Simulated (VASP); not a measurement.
Input of a VASP 6.6.1 run:

The input INCAR:

```
SYSTEM = Ni3Pt
PREC = Accurate
ENCUT = 520
EDIFF = 1E-7
ISMEAR = -1
SIGMA = 0.05
LREAL = .False.
LASPH = .True.
NELM = 150
ALGO = Normal
ISIF = 2
LWAVE = .False.
LCHARG = .False.
ISPIN = 2
MAGMOM = 1.5 1.5 1.5 0.6
LORBIT = 11
LMAXMIX = 4
NBANDS = 32
```

KPOINTS

```
Automatic mesh
0
Gamma
  9 9 9
  0 0 0
```

File POSCAR:

```
Ni3Pt
1.0
    3.4733642582      0.0000000000      0.0000000000
    0.0000000000      3.4733642582      0.0000000000
    0.0000000000      0.0000000000      3.4733642582
Ni Pt
3 1
Direct
    0.5000000000      0.0000000000      0.5000000000
    0.0000000000      0.5000000000      0.5000000000
    0.5000000000      0.5000000000      0.0000000000
    0.0000000000      0.0000000000      0.0000000000
```

Potentials or basis: VASP PAW LDA potentials, release 64 (Ni, Pt).

The run is started by

```bash
$ cat potpaw_LDA.64/Ni/POTCAR potpaw_LDA.64/Pt/POTCAR > POTCAR
$ mpirun -np 1 vasp_std > vasp.out
```

Q: Estimate the pressure.

A: 24.1 GPa.

Q: Estimate the net moment.

A: 1.55 μB per cell.

Q: Predict the site moments.

A: Ni +0.44; Pt +0.22 μB.

Caveat: the cell stands under pressure.
